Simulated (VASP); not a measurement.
BW3:

```
B W
1.0
     3.97580    0.00000    0.00000
     0.00000    3.97580    0.00000
     0.00000    0.00000    3.97580
B W
1 3
Direct
  0.00000 0.00000 0.00000
  0.50000 0.00000 0.00000
  0.00000 0.50000 0.00000
  0.00000 0.00000 0.50000
```

```yaml
Program: VASP 6.6.1
Task: relaxation of cell and atoms
Functional: PBE
Potentials_or_basis: VASP PAW PBE potentials, release 64 (B, W_sv)
Cutoff: 600 eV
k_mesh: 4 × 4 × 4
Occupations: gaussian, width 0.1 eV
Spin: no spin polarisation
```

At the start: pressure 35.0 GPa; volume 15.71 Å³/atom.

Problem. Where does the relaxation end?

Solution. Over 5 steps the energy falls by 224.7 meV/atom and the volume is 18.01 Å³/atom (+14.7 %); space group Pm-3m (No. 221, to 0.05 Å).

Step by step:
| step | energy change (eV) | largest force (eV/Å) | pressure (GPa) | volume (Å³) |
| --- | --- | --- | --- | --- |
| 1 | 0.0000 | 0.0000 | 34.95 | 62.85 |
| 2 | 2.6429 | 0.0000 | -30.96 | 99.46 |
| 3 | -0.8885 | 0.0000 | -2.85 | 73.19 |
| 4 | -0.8985 | 0.0000 | -0.44 | 72.25 |
| 5 | -0.8988 | 0.0000 | 0.07 | 72.06 |

Final structure:
```xyz
4
Lattice="4.1613 0.0000 0.0000 0.0000 4.1613 0.0000 0.0000 0.0000 4.1613" Properties=species:S:1:pos:R:3 pbc="T T T"
B     0.0000    0.0000    0.0000
W     2.0806    0.0000    0.0000
W     0.0000    2.0806    0.0000
W     0.0000    0.0000    2.0806
```

Caveat: the k points lie up to 0.38 Å⁻¹ apart in the final cell.
